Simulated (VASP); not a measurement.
# Si in VASP: notebook

The runs below take Si through electric field gradients, with PBE, PBEsol.

Everything below comes from runs of VASP 6.6.1. Logs are shortened: lines on timing, memory, paths and dates and some standing lists are left out, and cuts for length are marked.

## 1. The cell of the first run

It takes space group R-3m (No. 166, trigonal). The conventional cell has a = 3.898 Å, b = 3.898 Å, c = 9.124 Å, α = 90.00°, β = 90.00°, γ = 120.00°. Within 3.0 Å of Si (site symmetry 3m) lie 4 Si at 2.28 to 2.38 Å.

## 2. Electric field gradients, PBE (equal xy, yz and zx shear strains of -3 %)

File INCAR:

```
ALGO = Normal
EDIFF = 1E-8
ENCUT = 520
GGA = PE
ISIF = 2
ISMEAR = -1
LASPH = T
LCHARG = F
LEFG = T
LREAL = F
LWAVE = F
NBANDS = 11
NELM = 80
PREC = Accurate
SIGMA = 0.08
```

File KPOINTS:

```
k-points
0
Gamma
  11 11 11
```

File POSCAR:

```
Si
1.0
   -0.0814641000      2.6747379500      2.6747379500
    2.6747379500     -0.0814641000      2.6747379500
    2.6747379500      2.6747379500     -0.0814641000
Si
2
Direct
    0.5000000000      0.5000000000      0.5000000000
    0.7500000000      0.7500000000      0.7500000000
```

Potentials or basis: VASP PAW PBE potentials, release 64 (Si).

Started as:

```console
$ cat potpaw_PBE.64/Si/POTCAR > POTCAR
$ mpirun -np 1 vasp_std > vasp.out
```

OUTCAR:

```text
EDIFF = 1E-8
   ENCUT = 520
   GGA = PE
   ISIF = 2
   ISMEAR = -1
   LASPH = T
   LREAL = F
   NELM = 80
   PREC = Accurate

 ion  position               nearest neighbor table
   1  0.500  0.500  0.500-   2 2.28   2 2.38   2 2.38   2 2.38
   2  0.750  0.750  0.750-   1 2.28   1 2.38   1 2.38   1 2.38

  LATTYP: Found a trigonal (rhomboedric) cell.
 ALAT       =     3.7835277985
 COS(alpha) =     0.4693254694

  Lattice vectors:

 A1 = (  -0.0814641000,   2.6747379500,   2.6747379500)
 A2 = (   2.6747379500,  -0.0814641000,   2.6747379500)
 A3 = (   2.6747379500,   2.6747379500,  -0.0814641000)

Analysis of symmetry for initial positions (statically):
=====================================================================
 Subroutine PRICEL returns:
 Original cell was already a primitive cell.

 Routine SETGRP: Setting up the symmetry group for a
 trigonal (rhombohedral) supercell.

 Subroutine GETGRP returns: Found 12 space group operations
 (whereof  6 operations were pure point group operations)
 out of a pool of 12 trial point group operations.

The static configuration has the point symmetry C_3v.
 The point group associated with its full space group is D_3d.

Analysis of symmetry for dynamics (positions and initial velocities):
=====================================================================
 Subroutine PRICEL returns:
 Original cell was already a primitive cell.

 Routine SETGRP: Setting up the symmetry group for a
 trigonal (rhombohedral) supercell.

 Subroutine GETGRP returns: Found 12 space group operations
 (whereof  6 operations were pure point group operations)
 out of a pool of 12 trial point group operations.

The dynamic configuration has the point symmetry C_3v.
 The point group associated with its full space group is D_3d.

 Subroutine INISYM returns: Found 12 space group operations
 (whereof  6 operations are pure point group operations),
 and found     1 'primitive' translations

----------------------------------------------------------------------------------------

                                     Primitive cell

  volume of cell :      40.0192

  direct lattice vectors                    reciprocal lattice vectors
    -0.081464100  2.674737950  2.674737950    -0.178603757  0.184214346  0.184214346
     2.674737950 -0.081464100  2.674737950     0.184214346 -0.178603757  0.184214346
     2.674737950  2.674737950 -0.081464100     0.184214346  0.184214346 -0.178603757

  length of vectors
     3.783527798  3.783527798  3.783527798     0.315862554  0.315862554  0.315862554

  position of ions in fractional coordinates (direct lattice)
     0.500000000  0.500000000  0.500000000
     0.750000000  0.750000000  0.750000000

  ion indices of the primitive-cell ions
   primitive index   ion index
                 1           1
                 2           2

----------------------------------------------------------------------------------------

 KPOINTS: k-points

Automatic generation of k-mesh.
 Grid dimensions read from file:
 generate k-points for:   11   11   11

 Generating k-lattice:

  Cartesian coordinates                     Fractional coordinates (reciprocal lattice)
    -0.016236705  0.016746759  0.016746759     0.090909091  0.000000000  0.000000000
     0.016746759 -0.016236705  0.016746759     0.000000000  0.090909091  0.000000000
     0.016746759  0.016746759 -0.016236705     0.000000000  0.000000000  0.090909091

  Length of vectors
     0.028714778  0.028714778  0.028714778

  Shift w.r.t. Gamma in fractional coordinates (k-lattice)
     0.000000000  0.000000000  0.000000000

 Subroutine IBZKPT returns following result:
 ===========================================

 Found    146 irreducible k-points:

 Following reciprocal coordinates:
            Coordinates               Weight
  0.000000  0.000000  0.000000      1.000000
  0.090909  0.000000  0.000000      6.000000
  0.181818  0.000000  0.000000      6.000000
  0.272727  0.000000  0.000000      6.000000
  0.363636  0.000000 -0.000000      6.000000
  0.454545 -0.000000 -0.000000      6.000000
[... 16 lines left out ...]
 -0.272727  0.181818 -0.000000     12.000000
 -0.181818  0.181818  0.000000      6.000000
 [... further k-points ...]
   k-points           NKPTS =    146   k-points in BZ     NKDIM =    146   number of bands    NBANDS=     11
   number of dos      NEDOS =    301   number of ions     NIONS =      2
   total plane-waves  NPLWV =  21952
   dimension x,y,z NGX =    28 NGY =   28 NGZ =   28
   dimension x,y,z NGXF=    56 NGYF=   56 NGZF=   56
   ions per type =               2
   NGX,Y,Z   is equivalent  to a cutoff of  12.30, 12.30, 12.30 a.u.
   NGXF,Y,Z  is equivalent  to a cutoff of  24.61, 24.61, 24.61 a.u.
 SYSTEM =  unknown system
   PREC   = accura    normal or accurate (medium, high low for compatibility)
   ISTART =      0    job   : 0-new  1-cont  2-samecut
   ICHARG =      2    charge: 1-file 2-atom 10-const
   ISPIN  =      1    spin polarized calculation?
   LNONCOLLINEAR =      F non collinear calculations
   LSORBIT =      F    spin-orbit coupling
   LASPH  =      T    aspherical Exc in radial PAW
   ENCUT  =  520.0 eV  38.22 Ry    6.18 a.u.   7.03  7.03  7.03*2*pi/ulx,y,z
   NELM   =     80;   NELMIN=  2; NELMDL= -5     # of ELM steps
   EDIFF  = 0.1E-07   stopping-criterion for ELM
   LREAL  =      F    real-space projection
   EDIFFG = 0.1E-06   stopping-criterion for IOM
   NSW    =      0    number of steps for IOM
   IBRION =     -1    ionic relax: 0-MD 1-quasi-New 2-CG
   NFREE  =      0    steps in history (QN), initial steepest desc. (CG)
   ISIF   =      2    stress and relaxation
   ISYM   =      2    0-nonsym 1-usesym 2-fastsym
   POTIM  = 0.5000    time-step for ionic-motion
   TEBEG  =    0.0;   TEEND  =   0.0 temperature during run
   PSTRESS=    0.0 pullay stress
   NELECT =       8.0000    total number of electrons
   NUPDOWN=      -1.0000    fix difference up-down
   EMIN   =  10.00;   EMAX   =-10.00  energy-range for DOS
   EFERMI =   0.00;   METHOD = LEGACY
   ISMEAR =    -1;   SIGMA  =   0.08  broadening in eV -4-tet -1-fermi 0-gaus
   EFERMI_NEDOS =   21; number of points for ismear=-14 and -15
   IALGO  =     38    algorithm
   IMIX   =      4    mixing-type and parameters
     AMIX     =   0.40;   BMIX     =  1.00
     AMIX_MAG =   1.60;   BMIX_MAG =  1.00
  volume/ion in A,a.u.               =      20.01       135.03
  Fermi-wavevector in a.u.,A,eV,Ry     =   0.957228  1.808898 12.466810  0.916285
  Thomas-Fermi vector in A             =   2.086227
   LORBIT       =      0    0 simple, 1 ext, 2 COOP (PROOUT), +10 PAW based schemes
   GGA     = PE    functional components
[... 5 lines left out ...]
 non-spin polarized calculation
  energy-cutoff  :      520.00
  volume of cell :       40.02
 maximum number of plane-waves:      1104
   NGX = 15   NGY = 15   NGZ = 15

 number of electron       8.0000000 magnetization

 Free energy of the ion-electron system (eV)
  ---------------------------------------------------
  ext. energy  EPLUGINS =         0.00000000
  ---------------------------------------------------
  free energy    TOTEN  =       -10.80687948 eV

  energy without entropy =      -10.80645482  energy(sigma->0) =      -10.80666715

 E-fermi :   6.0796     XC(G=0):  -9.4113

 val. band max:        5.8797094571   @ k =   0.0000   0.0000   0.0000
 cond. band min:       6.3580391298   @ k =   0.4545   0.4545  -0.0000
 fundamental gap:      0.4783296726
 Fermi energy:         6.0795700766

 k-point     1 :       0.0000    0.0000    0.0000
  band No.  band energies     occupation
      1      -6.1366      2.00000
      2       5.8044      1.93786
      3       5.8044      1.93786
      4       5.8797      1.84804
      5       8.1659      0.00000
      6       8.1659      0.00000
      7       8.4832      0.00000
      8       9.6092      0.00000
      9      13.5697      0.00000
     10      13.5697      0.00000
     11      13.8275      0.00000

 k-point     2 :       0.0909    0.0000    0.0000
  band No.  band energies     occupation
      1      -6.0312      2.00000
      2       4.7804      2.00000
      3       5.6509      1.99063
      4       5.7124      1.97989
      5       8.3027      0.00000
      6       8.3972      0.00000
      7       8.9934      0.00000
      8      10.0836      0.00000
      9      13.2449      0.00000
     10      13.3059      0.00000
     11      14.2681      0.00000
[... 295 lines left out ...]
 k-point    24 :      -0.1818    0.1818    0.0000
  band No.  band energies     occupation
      1      -5.0591      2.00000
      2       1.7880      2.00000
      3       3.0797      2.00000
      4       5.1911      1.99997
      5       8.8123      0.00000
      6       9.8579      0.00000
      7       9.9512      0.00000
      8      11.7638      0.00000
      9      12.0976      0.00000
     10      15.5393      0.00000
     11      16.3289      0.00000

 [... further k-points ...]
[... 5 lines left out ...]
  --------------------------------------------------------------------------------------
  -------------------------------------------------------------------------------------
  Total        0.5644309      0.5644309      0.5644309      0.8411646      0.8411646      0.8411646
  in kB       22.5970890     22.5970890     22.5970890     33.6761726     33.6761726     33.6761726
  external PRESSURE =      22.5970890 kB  Pullay stress =       0.0000000 kB

 VOLUME and BASIS-vectors are now :
 -----------------------------------------------------------------------------
  energy-cutoff  :      520.00
  volume of cell :       40.02
      direct lattice vectors                 reciprocal lattice vectors
    -0.081464100  2.674737950  2.674737950    -0.178603757  0.184214346  0.184214346
     2.674737950 -0.081464100  2.674737950     0.184214346 -0.178603757  0.184214346
     2.674737950  2.674737950 -0.081464100     0.184214346  0.184214346 -0.178603757

 POSITION                                       TOTAL-FORCE (eV/Angst)
 -----------------------------------------------------------------------------------
      2.63401      2.63401      2.63401        -0.347533     -0.347533     -0.347533
      3.95101      3.95101      3.95101         0.347533      0.347533      0.347533
 -----------------------------------------------------------------------------------
    total drift:                                0.000000      0.000000     -0.000000

  FREE ENERGIE OF THE ION-ELECTRON SYSTEM (eV)
  ---------------------------------------------------
  free  energy   TOTEN  =       -10.8068794849 eV

  energy  without entropy=      -10.8064548202  energy(sigma->0) =      -10.80666715

 Electric field gradients (V/A^2)
---------------------------------------------------------------------
 ion       V_xx      V_yy      V_zz      V_xy      V_xz      V_yz
---------------------------------------------------------------------
   1      -0.000     0.000    -0.000    -6.257    -6.257    -6.257
   2       0.000     0.000    -0.000    -6.257    -6.257    -6.257
---------------------------------------------------------------------

 Electric field gradients after diagonalization (V/A^2)
 (convention: |V_zz| > |V_xx| > |V_yy|)
----------------------------------------------------------------------
 ion       V_xx      V_yy      V_zz     asymmetry (V_yy - V_xx)/ V_zz
----------------------------------------------------------------------
   1       6.257     6.257   -12.514       0.000
   2       6.257     6.257   -12.514       0.000
----------------------------------------------------------------------

           NMR quadrupolar parameters

 Cq : quadrupolar parameter    Cq=e*Q*V_zz/h
 eta: asymmetry parameters     (V_yy - V_xx)/ V_zz
 Q  : nuclear electric quadrupole moment in mb (millibarn)
----------------------------------------------------------------------
 ion       Cq(MHz)       eta       Q (mb)
----------------------------------------------------------------------
   1      -0.030       0.000       1.000
   2      -0.030       0.000       1.000
----------------------------------------------------------------------
```

It took 59 s on 1 thread of Intel Xeon 6975P-C, shared host; peak memory 0.18 GiB.

Results:

| Item | Value |
| --- | --- |
| Free energy | -10.8069 eV |
| Pressure | 2.3 GPa |
| Largest force | 0.602 eV/Å |
| Band gap on the k mesh | 0.48 eV, indirect (least direct gap 2.29 eV) |

Forces in eV/Å, atoms in the order of the input:
```
Si  -0.348 -0.348 -0.348
Si   0.348  0.348  0.348
```

Electric field gradients, principal values (V/Å²):
```tsv
atom	least	middle	greatest (by size)
1 Si	6.257	6.257	-12.514
2 Si	6.257	6.257	-12.514
```

Caveat: the cell differs from its parent crystal (equal xy, yz and zx shear strains of -3 %); without QUAD_EFG the Cq values of the log hold for a quadrupole moment of 1 mb, not for the nuclei.

## 3. Electric field gradients, PBE (equal xx and yy strain of -3 %)

File INCAR:

```
PREC = Accurate
ENCUT = 520
EDIFF = 1E-8
ISMEAR = -1
SIGMA = 0.08
LREAL = F
LASPH = T
NELM = 80
ALGO = Normal
ISIF = 2
LWAVE = F
LCHARG = F
GGA = PE
LEFG = T
NBANDS = 11
```

File KPOINTS:

```
Automatic mesh
0
Gamma
  11 11 11
```

File POSCAR:

```
Si
1.0
    0.0000000000      2.6340059000      2.7154700000
    2.6340059000      0.0000000000      2.7154700000
    2.6340059000      2.6340059000      0.0000000000
Si
2
Direct
    0.5000000000      0.5000000000      0.5000000000
    0.7500000000      0.7500000000      0.7500000000
```

Potentials or basis: VASP PAW PBE potentials, release 64 (Si).

Started as:

```console
$ cat potpaw_PBE.64/Si/POTCAR > POTCAR
$ mpirun -np 1 vasp_std > vasp.out
```

OUTCAR:

```text
PREC = Accurate
   ENCUT = 520
   EDIFF = 1E-8
   ISMEAR = -1
   LREAL = F
   LASPH = T
   NELM = 80
   ISIF = 2
   GGA = PE

 ion  position               nearest neighbor table
   1  0.500  0.500  0.500-   2 2.30   2 2.30   2 2.30   2 2.30
   2  0.750  0.750  0.750-   1 2.30   1 2.30   1 2.30   1 2.30

  LATTYP: Found a body centered tetragonal cell.
 ALAT       =     3.7250468672
 C/A-ratio  =     1.4579521262

  Lattice vectors:

 A1 = (  -2.6340059000,   0.0000000000,   2.7154700000)
 A2 = (   2.6340059000,   0.0000000000,   2.7154700000)
 A3 = (   0.0000000000,   2.6340059000,  -2.7154700000)

Analysis of symmetry for initial positions (statically):
=====================================================================
 Subroutine PRICEL returns:
 Original cell was already a primitive cell.

 Routine SETGRP: Setting up the symmetry group for a
 body centered tetragonal supercell.

[... 526 lines left out ...]
      direct lattice vectors                 reciprocal lattice vectors
     0.000000000  2.634005900  2.715470000    -0.189824935  0.189824935  0.184130187
     2.634005900  0.000000000  2.715470000     0.189824935 -0.189824935  0.184130187
     2.634005900  2.634005900  0.000000000     0.189824935  0.189824935 -0.184130187

 POSITION                                       TOTAL-FORCE (eV/Angst)
 -----------------------------------------------------------------------------------
      2.63401      2.63401      2.71547         0.000000      0.000000     -0.000000
      3.95101      3.95101      4.07320        -0.000000     -0.000000      0.000000
 -----------------------------------------------------------------------------------
    total drift:                                0.000000      0.000000     -0.000000

  FREE ENERGIE OF THE ION-ELECTRON SYSTEM (eV)
  ---------------------------------------------------
  free  energy   TOTEN  =       -10.7618996421 eV

  energy  without entropy=      -10.7611356227  energy(sigma->0) =      -10.76151763

 Electric field gradients (V/A^2)
---------------------------------------------------------------------
 ion       V_xx      V_yy      V_zz      V_xy      V_xz      V_yz
---------------------------------------------------------------------
   1       0.083     0.083    -0.167    -0.000    -0.000    -0.000
   2       0.083     0.083    -0.167    -0.000    -0.000    -0.000
---------------------------------------------------------------------

 Electric field gradients after diagonalization (V/A^2)
 (convention: |V_zz| > |V_xx| > |V_yy|)
----------------------------------------------------------------------
 ion       V_xx      V_yy      V_zz     asymmetry (V_yy - V_xx)/ V_zz
----------------------------------------------------------------------
   1       0.084     0.083    -0.167       0.002
   2       0.084     0.083    -0.167       0.002
----------------------------------------------------------------------

           NMR quadrupolar parameters

 Cq : quadrupolar parameter    Cq=e*Q*V_zz/h
 eta: asymmetry parameters     (V_yy - V_xx)/ V_zz
 Q  : nuclear electric quadrupole moment in mb (millibarn)
----------------------------------------------------------------------
 ion       Cq(MHz)       eta       Q (mb)
----------------------------------------------------------------------
   1      -0.000       0.002       1.000
   2      -0.000       0.002       1.000
----------------------------------------------------------------------
```

OSZICAR:

```text
N       E                     dE             d eps       ncg     rms          rms(c)
DAV:   1     0.892317922637E+01    0.89232E+01   -0.34206E+03  2772   0.599E+02
DAV:   2    -0.104406206357E+02   -0.19364E+02   -0.18633E+02  3787   0.881E+01
DAV:   3    -0.109759086454E+02   -0.53529E+00   -0.53405E+00  3558   0.131E+01
DAV:   4    -0.109796600555E+02   -0.37514E-02   -0.37511E-02  3303   0.136E+00
DAV:   5    -0.109796947754E+02   -0.34720E-04   -0.34720E-04  3529   0.123E-01    0.528E+00
DAV:   6    -0.108271183762E+02    0.15258E+00   -0.91553E-02  3129   0.124E+00    0.323E+00
DAV:   7    -0.107605368601E+02    0.66582E-01   -0.16690E-01  3143   0.179E+00    0.249E-01
DAV:   8    -0.107616982617E+02   -0.11614E-02   -0.68943E-03  3223   0.455E-01    0.871E-02
DAV:   9    -0.107618731449E+02   -0.17488E-03   -0.16414E-04  3475   0.825E-02    0.651E-02
DAV:  10    -0.107618994531E+02   -0.26308E-04   -0.24973E-05  3277   0.284E-02    0.922E-03
DAV:  11    -0.107618994937E+02   -0.40636E-07   -0.19328E-06  3441   0.727E-03    0.377E-03
DAV:  12    -0.107618995851E+02   -0.91413E-07   -0.41918E-07  3187   0.415E-03    0.308E-03
DAV:  13    -0.107618996380E+02   -0.52863E-07   -0.70864E-09  3437   0.528E-04    0.235E-04
DAV:  14    -0.107618996421E+02   -0.41221E-08   -0.41378E-10  1854   0.139E-04
   1 F= -.10761900E+02 E0= -.10761518E+02  d E =-.764019E-03
```

stdout:

```text
POSCAR found type information on POSCAR Si
 POSCAR found :  1 types and       2 ions
 scaLAPACK will be used
 LDA part: xc-table for (Slater+PW92), standard interpolation
 POSCAR, INCAR and KPOINTS ok, starting setup
 FFT: planning ... GRIDC
 FFT: planning ... GRID_SOFT
 FFT: planning ... GRID
 WAVECAR not read
 entering main loop
ion   1

ion   2
```

Wall time 36 s (1 thread of Intel Xeon 6975P-C, shared host); peak memory 0.17 GiB.

Results:

```
Free energy            : -10.7619 eV
Pressure               : 8.6 GPa
Band gap on the k mesh : 0.31 eV, indirect (least direct gap 2.48 eV)
```

Stress tensor (GPa, compression positive):
```
9.61 0.00 0.00
0.00 9.61 0.00
0.00 0.00 6.56
```

Caveat: the cell differs from its parent crystal (equal xx and yy strain of -3 %); without QUAD_EFG the Cq values of the log hold for a quadrupole moment of 1 mb, not for the nuclei. A k mesh can miss the band edges.

(Part 1 of 2 ends here.)
